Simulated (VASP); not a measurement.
# Au (Pm-3m) in VASP: settings compared, part 2 of 3

VASP 6.6.1.

### 4 Single point, PBEsol+D3(BJ)

This run uses another cell than the first one, of 18.87 Å³/atom, 0.909 times its volume.

INCAR reads:

```
SYSTEM = Au
ALGO = Normal
EDIFF = 1E-7
ENCUT = 520
GGA = PS
ISIF = 2
ISMEAR = -1
IVDW = 12
LASPH = .TRUE.
LCHARG = .FALSE.
LREAL = .FALSE.
LWAVE = .FALSE.
NBANDS = 12
NELM = 100
PREC = Accurate
SIGMA = 0.05
```

KPOINTS reads:

```
k-points
0
G
  10 10 10
  0 0 0
```

POSCAR reads:

```
Au
1.0
    2.6623274329      0.0000000000      0.0000000000
    0.0000000000      2.6623274329      0.0000000000
    0.0000000000      0.0000000000      2.6623274329
Au
1
Direct
    0.5000000000      0.5000000000      0.5000000000
```

Potentials or basis: VASP PAW PBE potentials, release 64 (Au).

On the command line:

```sh
cat potpaw_PBE.64/Au/POTCAR > POTCAR
mpirun -np 1 vasp_std > vasp.out
```

OUTCAR:

```text
SYSTEM = Au
   EDIFF = 1E-7
   ENCUT = 520
   GGA = PS
   ISIF = 2
   ISMEAR = -1
   IVDW = 12
   LASPH = .TRUE.
   LREAL = .FALSE.
   NELM = 100
   PREC = Accurate
 IVDW          = 12

 ion  position               nearest neighbor table
   1  0.500  0.500  0.500-

  LATTYP: Found a simple cubic cell.
 ALAT       =     2.6623274329

  Lattice vectors:

 A1 = (   2.6623274329,   0.0000000000,   0.0000000000)
 A2 = (   0.0000000000,   2.6623274329,   0.0000000000)
 A3 = (   0.0000000000,   0.0000000000,   2.6623274329)

Analysis of symmetry for initial positions (statically):
=====================================================================
 Subroutine PRICEL returns:
 Original cell was already a primitive cell.

 Routine SETGRP: Setting up the symmetry group for a
 simple cubic supercell.

 Subroutine GETGRP returns: Found 48 space group operations
[... 9 lines left out ...]

 Routine SETGRP: Setting up the symmetry group for a
 simple cubic supercell.

 Subroutine GETGRP returns: Found 48 space group operations
[... 11 lines left out ...]
                                     Primitive cell

  volume of cell :      18.8705

  direct lattice vectors                    reciprocal lattice vectors
[... 146 lines left out ...]
      5       5.9830      2.00000
      6       5.9830      2.00000
      7      21.7223      0.00000
      8      21.7223      0.00000
      9      21.7223      0.00000
     10      26.9486      0.00000
     11      29.5442      0.00000
     12      29.5442      0.00000
[... 331 lines left out ...]
 k-point    24 :       0.3000    0.1000    0.1000
  band No.  band energies     occupation
      1       0.8878      2.00000
      2       1.7213      2.00000
      3       3.2682      2.00000
      4       4.5863      2.00000
      5       4.9208      2.00000
      6       5.7308      2.00000
      7      14.6129      0.00000
      8      22.5406      0.00000
      9      23.2429      0.00000
     10      26.8496      0.00000
     11      29.9286      0.00000
     12      32.4928      0.00000

 [... further k-points ...]

------------------------ aborting loop because EDIFF is reached ----------------------------------------

 Edisp (eV)   -0.56619

 E8    (eV) :    -0.3818

  FORCE on cell =-STRESS in cart. coord.  units (eV):
  Direction    XX          YY          ZZ          XY          YZ          ZX
  --------------------------------------------------------------------------------------
  -------------------------------------------------------------------------------------
  Total      -0.02517    -0.02517    -0.02517    -0.00000     0.00000    -0.00000
  in kB      -2.13737    -2.13737    -2.13737    -0.00000     0.00000    -0.00000
  external pressure =       -2.14 kB  Pullay stress =        0.00 kB

 VOLUME and BASIS-vectors are now :
 -----------------------------------------------------------------------------
  energy-cutoff  :      520.00
  volume of cell :       18.87
      direct lattice vectors                 reciprocal lattice vectors
     2.662327433  0.000000000  0.000000000     0.375611199  0.000000000  0.000000000
     0.000000000  2.662327433  0.000000000     0.000000000  0.375611199  0.000000000
     0.000000000  0.000000000  2.662327433     0.000000000  0.000000000  0.375611199

 POSITION                                       TOTAL-FORCE (eV/Angst)
 -----------------------------------------------------------------------------------
      1.33116      1.33116      1.33116         0.000000      0.000000      0.000000
 -----------------------------------------------------------------------------------
    total drift:                               -0.000000      0.000000     -0.000000

  FREE ENERGIE OF THE ION-ELECTRON SYSTEM (eV)
  ---------------------------------------------------
  free  energy   TOTEN  =        -4.1976536699 eV

  energy  without entropy=       -4.1934535705  energy(sigma->0) =       -4.19555362
```

stdout:

```text
POSCAR found type information on POSCAR Au
 POSCAR found :  1 types and       1 ions
 scaLAPACK will be used
 -----------------------------------------------------------------------------
|                                                                             |
|                                                                             |
|     You enforced a specific xc type in the INCAR file but a different       |
|     I HOPE YOU KNOW WHAT YOU ARE DOING!                                     |
|                                                                             |
 -----------------------------------------------------------------------------

 LDA part: xc-table for (Slater+PW92), standard interpolation
 POSCAR, INCAR and KPOINTS ok, starting setup
 FFT: planning ... GRIDC
 FFT: planning ... GRID_SOFT
 FFT: planning ... GRID
 WAVECAR not read
 entering main loop
```

Wall time 8.3 s (1 thread of Intel Xeon 6975P-C, shared host); peak memory 0.14 GiB.

Results:

```yaml
Free_energy: -4.1977 eV
Pressure: -0.2 GPa
Dispersion_energy_per_atom: -0.566 eV
```

Caveat: the PAW data sets were made with another functional, which shifts forces and pressure a little; spin-orbit coupling is left out, which moves the levels of the heavy elements; pairwise dispersion overbinds metals, which lowers pressure and volume.

### 5 Single point, PBEsol+D4

This run uses another cell than the first one, of 19.14 Å³/atom, 0.922 times its volume.

INCAR reads:

```
SYSTEM = Au
  PREC = Accurate
  ENCUT = 520
  EDIFF = 1E-7
  ISMEAR = -1
  SIGMA = 0.05
  LREAL = .False.
  LASPH = .True.
  NELM = 80
  ALGO = Normal
  ISIF = 2
  LWAVE = .False.
  LCHARG = .False.
  GGA = PS
  IVDW = 13
  NBANDS = 12
```

KPOINTS reads:

```
regular mesh
0
Gamma
  10 10 10
  0 0 0
```

POSCAR reads:

```
Au
1.0
    2.6749266579      0.0000000000      0.0000000000
    0.0000000000      2.6749266579      0.0000000000
    0.0000000000      0.0000000000      2.6749266579
Au
1
Direct
    0.5000000000      0.5000000000      0.5000000000
```

Potentials or basis: VASP PAW PBE potentials, release 64 (Au).

On the command line:

```sh
cat potpaw_PBE.64/Au/POTCAR > POTCAR
mpirun -np 1 vasp_std > vasp.out
```

OUTCAR:

```text
SYSTEM = Au
   PREC = Accurate
   ENCUT = 520
   EDIFF = 1E-7
   ISMEAR = -1
   LREAL = .False.
   LASPH = .True.
   NELM = 80
   ISIF = 2
   GGA = PS
   IVDW = 13

 ion  position               nearest neighbor table
   1  0.500  0.500  0.500-

  LATTYP: Found a simple cubic cell.
 ALAT       =     2.6749266579

  Lattice vectors:

 A1 = (   2.6749266579,   0.0000000000,   0.0000000000)
 A2 = (   0.0000000000,   2.6749266579,   0.0000000000)
 A3 = (   0.0000000000,   0.0000000000,   2.6749266579)

Analysis of symmetry for initial positions (statically):
=====================================================================
 Subroutine PRICEL returns:
 Original cell was already a primitive cell.

 Routine SETGRP: Setting up the symmetry group for a
 simple cubic supercell.

 Subroutine GETGRP returns: Found 48 space group operations
[... 9 lines left out ...]

 Routine SETGRP: Setting up the symmetry group for a
 simple cubic supercell.

 Subroutine GETGRP returns: Found 48 space group operations
[... 11 lines left out ...]
                                     Primitive cell

  volume of cell :      19.1397

[... 142 lines left out ...]
  band No.  band energies     occupation
      1      -1.3219      2.00000
      2       0.9838      2.00000
      3       0.9838      2.00000
      4       5.7778      2.00000
      5       5.7778      2.00000
      6       5.7778      2.00000
      7      21.4382      0.00000
      8      21.4382      0.00000
      9      21.4382      0.00000
     10      26.5885      0.00000
     11      29.1686      0.00000
     12      29.1686      0.00000
[... 331 lines left out ...]
 k-point    24 :       0.3000    0.1000    0.1000
  band No.  band energies     occupation
      1       0.7856      2.00000
      2       1.6135      2.00000
      3       3.1348      2.00000
      4       4.4179      2.00000
      5       4.7450      2.00000
      6       5.5325      2.00000
      7      14.3480      0.00000
      8      22.2303      0.00000
      9      22.9325      0.00000
     10      26.5611      0.00000
     11      29.5593      0.00000
     12      32.1302      0.00000

 [... further k-points ...]

------------------------ aborting loop because EDIFF is reached ----------------------------------------

  DFT-D4 for vdW energy calculation

  Edisp (eV):   -0.35396

  FORCE on cell =-STRESS in cart. coord.  units (eV):
  Direction    XX          YY          ZZ          XY          YZ          ZX
  --------------------------------------------------------------------------------------
  -------------------------------------------------------------------------------------
  Total      -0.02224    -0.02224    -0.02224    -0.00000     0.00000    -0.00000
  in kB      -1.86133    -1.86133    -1.86133    -0.00000     0.00000    -0.00000
  external pressure =       -1.86 kB  Pullay stress =        0.00 kB

 VOLUME and BASIS-vectors are now :
 -----------------------------------------------------------------------------
  energy-cutoff  :      520.00
  volume of cell :       19.14
      direct lattice vectors                 reciprocal lattice vectors
     2.674926658  0.000000000  0.000000000     0.373842026  0.000000000  0.000000000
     0.000000000  2.674926658  0.000000000     0.000000000  0.373842026  0.000000000
     0.000000000  0.000000000  2.674926658     0.000000000  0.000000000  0.373842026

 POSITION                                       TOTAL-FORCE (eV/Angst)
 -----------------------------------------------------------------------------------
      1.33746      1.33746      1.33746         0.000000      0.000000      0.000000
 -----------------------------------------------------------------------------------
    total drift:                               -0.000000      0.000000     -0.000000

  FREE ENERGIE OF THE ION-ELECTRON SYSTEM (eV)
  ---------------------------------------------------
  free  energy   TOTEN  =        -3.9917491518 eV

  energy  without entropy=       -3.9875580771  energy(sigma->0) =       -3.98965361
```

Wall time 7.7 s (1 thread of Intel Xeon 6975P-C, shared host); peak memory 0.13 GiB.

What came out:

| Item | Value |
| --- | --- |
| Free energy | -3.9917 eV |
| Pressure | -0.2 GPa |
| Dispersion energy per atom | -0.354 eV |

Levels at points of the mesh, in eV from the Fermi level:
```tsv
k point	band 3	band 4	band 5	band 6	band 7	band 8
(0.00, 0.00, 0.00)	-6.16	-1.37	-1.37	-1.37	14.29	14.29
(0.50, 0.00, 0.00)	-3.03	-3.03	-1.21	-0.81	2.44	16.44
(0.50, 0.50, 0.00)	-2.73	-2.73	-0.08	3.80	3.80	7.19
(0.50, 0.50, 0.50)	-5.36	0.02	0.02	8.79	8.79	8.79
```

Caveat: the PAW data sets were made with another functional, which shifts forces and pressure a little; spin-orbit coupling is left out, which moves the levels of the heavy elements; pairwise dispersion overbinds metals, which lowers pressure and volume.

(Continued in part 3 of 3.)
